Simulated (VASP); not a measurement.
# RbBr (Pm-3m) in VASP: a series of runs

RbBr is run at these levels: PBEsol; tasks: elastic constants.

Program: VASP 6.6.1. These are calculated values, not measurements. Logs are shortened: lines on timing, memory, paths and dates and some standing lists are left out, and cuts for length are marked.

## (1) The cell of the first run

It takes space group Pm-3m (No. 221, cubic). The conventional cell has a = 3.774 Å, b = 3.774 Å, c = 3.774 Å, α = 90.00°, β = 90.00°, γ = 90.00°. Within 4.3 Å of Rb (site symmetry m-3m) lie 8 Br at 3.27 Å and 6 Rb at 3.77 Å. Within 4.3 Å of Br (site symmetry m-3m) lie 8 Rb at 3.27 Å and 6 Br at 3.77 Å.

## (2) Elastic constants, PBEsol

File INCAR:

```
SYSTEM = RbBr
ALGO = Normal
EDIFF = 1E-8
ENCUT = 600
GGA = PS
IBRION = 6
ISIF = 3
ISMEAR = 0
LASPH = .TRUE.
LCHARG = .FALSE.
LREAL = .FALSE.
LWAVE = .FALSE.
NELM = 60
NFREE = 2
NSW = 1
POTIM = 0.015
PREC = Accurate
SIGMA = 0.01
```

File KPOINTS:

```
k-points
0
G
  6 6 6
  0 0 0
```

File POSCAR:

```
RbBr
1.0
    3.7737698463      0.0000000000      0.0000000000
    0.0000000000      3.7737698463      0.0000000000
    0.0000000000      0.0000000000      3.7737698463
Rb Br
1 1
Direct
    0.0000000000      0.0000000000      0.0000000000
    0.5000000000      0.5000000000      0.5000000000
```

Potentials or basis: VASP PAW PBE potentials, release 64 (Rb_sv, Br).

Launch:

```bash
$ cat potpaw_PBE.64/Rb_sv/POTCAR potpaw_PBE.64/Br/POTCAR > POTCAR
$ mpirun -np 1 vasp_std > vasp.out
```

OUTCAR:

```text
SYSTEM = RbBr
   EDIFF = 1E-8
   ENCUT = 600
   GGA = PS
   IBRION = 6
   ISIF = 3
   ISMEAR = 0
   LASPH = .TRUE.
   LREAL = .FALSE.
   NELM = 60
   NFREE = 2
   NSW = 1
   POTIM = 0.015
   PREC = Accurate

 ion  position               nearest neighbor table
   1  0.000  0.000  0.000-   2 3.27   2 3.27   2 3.27   2 3.27   2 3.27   2 3.27   2 3.27   2 3.27

   2  0.500  0.500  0.500-   1 3.27   1 3.27   1 3.27   1 3.27   1 3.27   1 3.27   1 3.27   1 3.27

  LATTYP: Found a simple cubic cell.
 ALAT       =     3.7737698463

  Lattice vectors:

 A1 = (   3.7737698463,   0.0000000000,   0.0000000000)
 A2 = (   0.0000000000,   3.7737698463,   0.0000000000)
 A3 = (   0.0000000000,   0.0000000000,   3.7737698463)

Analysis of symmetry for initial positions (statically):
=====================================================================
 Subroutine PRICEL returns:
 Original cell was already a primitive cell.

 Routine SETGRP: Setting up the symmetry group for a
 simple cubic supercell.

 Subroutine GETGRP returns: Found 48 space group operations
 (whereof 48 operations were pure point group operations)
 out of a pool of 48 trial point group operations.

The static configuration has the point symmetry O_h .

Analysis of symmetry for dynamics (positions and initial velocities):
=====================================================================
 Subroutine PRICEL returns:
 Original cell was already a primitive cell.

 Routine SETGRP: Setting up the symmetry group for a
 simple cubic supercell.

 Subroutine GETGRP returns: Found 48 space group operations
 (whereof 48 operations were pure point group operations)
 out of a pool of 48 trial point group operations.

The dynamic configuration has the point symmetry O_h .

 Subroutine INISYM returns: Found 48 space group operations
 (whereof 48 operations are pure point group operations),
[... 688 lines left out ...]
      3      -8.1522      2.00000
      4      -7.8975      2.00000
      5      -7.8815      2.00000
      6      -0.3669      2.00000
      7       0.2004      2.00000
      8       0.5470      2.00000
      9       6.4672      0.00000
     10       7.1666      0.00000
     11       7.2116      0.00000
     12      10.4050      0.00000

 [... further k-points ...]

------------------------ aborting loop because EDIFF is reached ----------------------------------------

  FORCE on cell =-STRESS in cart. coord.  units (eV):
  Direction    XX          YY          ZZ          XY          YZ          ZX
  --------------------------------------------------------------------------------------
  -------------------------------------------------------------------------------------
  Total        2.3975822      2.3987648      2.3987648      0.0000000      0.0000000      0.0000000
  in kB       71.4756086     71.5108632     71.5108632      0.0000000      0.0000000      0.0000000
  external PRESSURE =      71.4991116 kB  Pullay stress =       0.0000000 kB
[... 17 lines left out ...]
  FREE ENERGIE OF THE ION-ELECTRON SYSTEM (eV)
  ---------------------------------------------------
  free  energy   TOTEN  =        -6.0530069829 eV

  energy  without entropy=       -6.0530069829  energy(sigma->0) =       -6.05300698

 INTERNAL STRAIN TENSORS FROM STRAINED CELLS
 ============================================

 INTERNAL STRAIN TENSOR FOR ION    1 for displacements in x,y,z  (eV/Angst):
          X           Y           Z          XY          YZ          ZX
  --------------------------------------------------------------------------------
  x     0.00000     0.00000     0.00000     0.00000     0.00000    -0.00000
  y     0.00000     0.00000     0.00000     0.00000     0.00000     0.00000
  z     0.00000     0.00000     0.00000     0.00000     0.00000     0.00000

 INTERNAL STRAIN TENSORS FROM DISPLACED ATOMS
 ============================================

 INTERNAL STRAIN TENSOR FOR ION    1 for displacements in x,y,z  (eV/Angst):
          X           Y           Z          XY          YZ          ZX
  --------------------------------------------------------------------------------
  x     0.00000     0.00000     0.00000     0.00000     0.00000     0.00000
  y     0.00000     0.00000     0.00000     0.00000     0.00000     0.00000
  z     0.00000     0.00000     0.00000     0.00000     0.00000     0.00000

 INTERNAL STRAIN TENSOR FOR ION    2 for displacements in x,y,z  (eV/Angst):
          X           Y           Z          XY          YZ          ZX
  --------------------------------------------------------------------------------
  x     0.00000     0.00000     0.00000     0.00000     0.00000     0.00000
  y     0.00000     0.00000     0.00000     0.00000     0.00000     0.00000
  z     0.00000     0.00000     0.00000     0.00000     0.00000     0.00000

 Eigenvectors and eigenvalues of the dynamical matrix
 ----------------------------------------------------

   1 f  =    3.978010 THz    24.994576 2PiTHz  132.692143 cm-1    16.451722 meV
             X         Y         Z           dx          dy          dz
      0.000000  0.000000  0.000000     0.695384   -0.000000    0.000000
      1.886885  1.886885  1.886885    -0.718638    0.000000    0.000000
[... 21 lines left out ...]
   6 f/i=    0.001520 THz     0.009547 2PiTHz    0.050686 cm-1     0.006284 meV
             X         Y         Z           dx          dy          dz
      0.000000  0.000000  0.000000     0.718638    0.000000   -0.000000
      1.886885  1.886885  1.886885     0.695384   -0.000000    0.000000

--------------------------------------------------------------------------------------------------------

 ELASTIC MODULI CONTR FROM IONIC RELAXATION (kBar)
 Direction    XX          YY          ZZ          XY          YZ          ZX
 --------------------------------------------------------------------------------
 XX           0.0000      0.0000      0.0000      0.0000      0.0000      0.0000
 YY           0.0000      0.0000      0.0000      0.0000      0.0000      0.0000
 ZZ           0.0000      0.0000      0.0000      0.0000      0.0000      0.0000
 XY           0.0000      0.0000      0.0000      0.0000      0.0000      0.0000
 YZ           0.0000      0.0000      0.0000      0.0000      0.0000      0.0000
 ZX           0.0000      0.0000      0.0000      0.0000      0.0000      0.0000
 --------------------------------------------------------------------------------

 TOTAL ELASTIC MODULI (kBar)
 Direction    XX          YY          ZZ          XY          YZ          ZX
 --------------------------------------------------------------------------------
 XX         673.0327    291.4676    291.4676      0.0000      0.0000      0.0000
 YY         291.4676    673.0327    291.4676     -0.0000     -0.0000     -0.0000
 ZZ         291.4676    291.4676    673.0327      0.0000     -0.0000      0.0000
 XY           0.0000     -0.0000      0.0000    281.3489      0.0000      0.0000
 YZ           0.0000     -0.0000     -0.0000      0.0000    281.3489      0.0000
 ZX           0.0000     -0.0000      0.0000      0.0000      0.0000    281.3489
 --------------------------------------------------------------------------------
```

OSZICAR:

```text
N       E                     dE             d eps       ncg     rms          rms(c)
DAV:   1     0.914074836918E+02    0.91407E+02   -0.80118E+03   480   0.135E+03
DAV:   2    -0.190961416605E+01   -0.93317E+02   -0.87987E+02   716   0.210E+02
[... 198 lines left out ...]
DAV:   2    -0.605308553508E+01   -0.24092E-02   -0.25568E-02  1104   0.920E-01    0.853E-02
DAV:   3    -0.605303496516E+01    0.50570E-04   -0.31686E-04  1356   0.117E-01    0.561E-02
DAV:   4    -0.605300488897E+01    0.30076E-04   -0.15481E-04  1088   0.789E-02    0.195E-02
DAV:   5    -0.605300683714E+01   -0.19482E-05   -0.20703E-05  1044   0.270E-02    0.513E-03
DAV:   6    -0.605300703646E+01   -0.19932E-06   -0.79189E-07  1124   0.766E-03    0.248E-03
DAV:   7    -0.605300697748E+01    0.58981E-07   -0.17271E-07  1124   0.287E-03    0.128E-03
DAV:   8    -0.605300698295E+01   -0.54695E-08   -0.54498E-08  1148   0.148E-03
  17 F= -.60530070E+01 E0= -.60530070E+01  d E =-.367334E-11
```

Run time: 8.4 min. Hardware: 1 thread of Oxide Virtual Turin-like, shared host; peak memory 0.23 GiB.

What came out:

```
Elastic constants C11, C12, C44                         : 67, 29, 28 GPa
Voigt bulk modulus                                      : 42 GPa
Highest phonon frequency at Γ, LO-TO splitting left out : 133 cm⁻¹
```

Phonon frequencies in cm⁻¹ (negative: imaginary):
```tsv
q point	frequencies
(0.000, 0.000, 0.000)	0 0 0 133 133 133
```

Elastic tensor in Voigt notation (GPa, in the Cartesian axes of the cell as first typed):
```
67 29 29  0  0  0
29 67 29  0  0  0
29 29 67  0  0  0
 0  0  0 28  0  0
 0  0  0  0 28  0
 0  0  0  0  0 28
```

Clamped-ion elastic tensor (GPa):
```
67 29 29  0  0  0
29 67 29  0  0  0
29 29 67  0  0  0
 0  0  0 28  0  0
 0  0  0  0 28  0
 0  0  0  0  0 28
```

Caveat: the cell is under stress, which shifts elastic constants; the PAW data sets were made with another functional, which shifts forces and pressure a little.

## (3) Elastic constants, PBEsol

This run uses another cell than the first one, of 28.88 Å³/atom.

File INCAR:

```
ALGO = Normal
EDIFF = 1E-8
ENCUT = 600
GGA = PS
IBRION = 6
ISIF = 3
ISMEAR = 0
LASPH = T
LCHARG = F
LREAL = F
LWAVE = F
NBANDS = 15
NELM = 100
NFREE = 2
NSW = 1
POTIM = 0.015
PREC = Accurate
SIGMA = 0.01
```

File KPOINTS:

```
k-points
0
Gamma
  6 6 6
```

File POSCAR:

```
RbBr
1.0
    3.8653507160      0.0000000000      0.0000000000
    0.0000000000      3.8653507160      0.0000000000
    0.0000000000      0.0000000000      3.8653507160
Rb Br
1 1
Direct
    0.0000000000      0.0000000000      0.0000000000
    0.5000000000      0.5000000000      0.5000000000
```

Potentials or basis: VASP PAW PBE potentials, release 64 (Rb_sv, Br).

Launch:

```bash
$ cat potpaw_PBE.64/Rb_sv/POTCAR potpaw_PBE.64/Br/POTCAR > POTCAR
$ mpirun -np 1 vasp_std > vasp.out
```

OUTCAR:

```text
EDIFF = 1E-8
   ENCUT = 600
   GGA = PS
   IBRION = 6
   ISIF = 3
   ISMEAR = 0
   LASPH = T
   LREAL = F
   NELM = 100
   NFREE = 2
   NSW = 1
   POTIM = 0.015
   PREC = Accurate

 ion  position               nearest neighbor table
   1  0.000  0.000  0.000-   2 3.35   2 3.35   2 3.35   2 3.35   2 3.35   2 3.35   2 3.35   2 3.35

   2  0.500  0.500  0.500-   1 3.35   1 3.35   1 3.35   1 3.35   1 3.35   1 3.35   1 3.35   1 3.35

  LATTYP: Found a simple cubic cell.
 ALAT       =     3.8653507160

  Lattice vectors:

 A1 = (   3.8653507160,   0.0000000000,   0.0000000000)
 A2 = (   0.0000000000,   3.8653507160,   0.0000000000)
 A3 = (   0.0000000000,   0.0000000000,   3.8653507160)

Analysis of symmetry for initial positions (statically):
[... 851 lines left out ...]
  x     0.00000     0.00000     0.00000     0.00000     0.00000     0.00000
  y     0.00000     0.00000     0.00000     0.00000     0.00000     0.00000
  z     0.00000     0.00000     0.00000     0.00000     0.00000     0.00000

 INTERNAL STRAIN TENSOR FOR ION    2 for displacements in x,y,z  (eV/Angst):
          X           Y           Z          XY          YZ          ZX
  --------------------------------------------------------------------------------
  x     0.00000     0.00000     0.00000     0.00000     0.00000     0.00000
  y     0.00000     0.00000     0.00000     0.00000     0.00000     0.00000
  z     0.00000     0.00000     0.00000     0.00000     0.00000     0.00000

 Eigenvectors and eigenvalues of the dynamical matrix
 ----------------------------------------------------

   1 f  =    3.410978 THz    21.431809 2PiTHz  113.777988 cm-1    14.106666 meV
             X         Y         Z           dx          dy          dz
      0.000000  0.000000  0.000000    -0.665110    0.201064    0.000000
      1.932675  1.932675  1.932675     0.688400   -0.208104    0.000000
[... 21 lines left out ...]
   6 f/i=    0.001293 THz     0.008122 2PiTHz    0.043118 cm-1     0.005346 meV
             X         Y         Z           dx          dy          dz
      0.000000  0.000000  0.000000     0.000076    0.504576   -0.512449
      1.932675  1.932675  1.932675     0.000074    0.487506   -0.495113

--------------------------------------------------------------------------------------------------------

 ELASTIC MODULI CONTR FROM IONIC RELAXATION (kBar)
 Direction    XX          YY          ZZ          XY          YZ          ZX
 --------------------------------------------------------------------------------
 XX           0.0000      0.0000      0.0000      0.0000      0.0000      0.0000
 YY           0.0000      0.0000      0.0000      0.0000      0.0000      0.0000
 ZZ           0.0000      0.0000      0.0000      0.0000      0.0000      0.0000
 XY           0.0000      0.0000      0.0000      0.0000      0.0000      0.0000
 YZ           0.0000      0.0000      0.0000      0.0000      0.0000      0.0000
 ZX           0.0000      0.0000      0.0000      0.0000      0.0000      0.0000
 --------------------------------------------------------------------------------

 TOTAL ELASTIC MODULI (kBar)
 Direction    XX          YY          ZZ          XY          YZ          ZX
 --------------------------------------------------------------------------------
 XX         558.5109    201.7199    201.7199      0.0000     -0.0000      0.0000
 YY         201.7199    558.5109    201.7199      0.0000     -0.0000      0.0000
 ZZ         201.7199    201.7199    558.5109      0.0000     -0.0000     -0.0000
 XY           0.0000      0.0000      0.0000    196.1675      0.0000      0.0000
 YZ          -0.0000     -0.0000     -0.0000      0.0000    196.1675      0.0000
 ZX           0.0000      0.0000     -0.0000      0.0000      0.0000    196.1675
 --------------------------------------------------------------------------------
```

OSZICAR:

```text
N       E                     dE             d eps       ncg     rms          rms(c)
DAV:   1     0.817799671098E+02    0.81780E+02   -0.78057E+03   600   0.108E+03
DAV:   2    -0.136750512595E+01   -0.83147E+02   -0.77485E+02   849   0.178E+02
[... 207 lines left out ...]
DAV:   2    -0.619163212553E+01   -0.22072E-02   -0.23462E-02  1536   0.734E-01    0.839E-02
DAV:   3    -0.619158543111E+01    0.46694E-04   -0.23917E-04  1543   0.829E-02    0.546E-02
DAV:   4    -0.619156158854E+01    0.23843E-04   -0.10857E-04  1550   0.574E-02    0.183E-02
DAV:   5    -0.619156352512E+01   -0.19366E-05   -0.16100E-05  1382   0.203E-02    0.415E-03
DAV:   6    -0.619156363772E+01   -0.11259E-06   -0.69085E-07  1586   0.562E-03    0.385E-03
DAV:   7    -0.619156359876E+01    0.38958E-07   -0.67148E-08  1522   0.182E-03    0.192E-03
DAV:   8    -0.619156360163E+01   -0.28710E-08   -0.50039E-08  1487   0.118E-03
  17 F= -.61915636E+01 E0= -.61915636E+01  d E =-.437135E-15
```

stdout:

```text
POSCAR found type information on POSCAR RbBr
 POSCAR found :  2 types and       2 ions
 scaLAPACK will be used
 -----------------------------------------------------------------------------
|                                                                             |
|                                                                             |
|     You enforced a specific xc type in the INCAR file but a different       |
|     I HOPE YOU KNOW WHAT YOU ARE DOING!                                     |
|                                                                             |
[... 33 lines left out ...]
 Finite differences progress:
 bond charge predicted
 Finite differences progress:
 bond charge predicted
 Finite differences progress:
 bond charge predicted
 Finite differences progress:
 bond charge predicted
 Finite differences progress:
 bond charge predicted
 Finite differences progress:
```

Run time: 9.4 min. Hardware: 1 thread of Oxide Virtual Turin-like, shared host; peak memory 0.25 GiB.

What came out:

| Item | Value |
| --- | --- |
| Elastic constants C11, C12, C44 | 56, 20, 20 GPa |
| Voigt bulk modulus | 32 GPa |
| Highest phonon frequency at Γ, LO-TO splitting left out | 114 cm⁻¹ |

Phonon frequencies in cm⁻¹ (negative: imaginary):
| q point | frequencies |
| --- | --- |
| (0.000, 0.000, 0.000) | 0 0 0 114 114 114 |

Elastic tensor in Voigt notation (GPa, in the Cartesian axes of the cell as first typed):
```
56 20 20  0  0  0
20 56 20  0  0  0
20 20 56  0  0  0
 0  0  0 20  0  0
 0  0  0  0 20  0
 0  0  0  0  0 20
```

Clamped-ion elastic tensor (GPa):
```
56 20 20  0  0  0
20 56 20  0  0  0
20 20 56  0  0  0
 0  0  0 20  0  0
 0  0  0  0 20  0
 0  0  0  0  0 20
```

Caveat: the cell is under stress, which shifts elastic constants; the PAW data sets were made with another functional, which shifts forces and pressure a little.
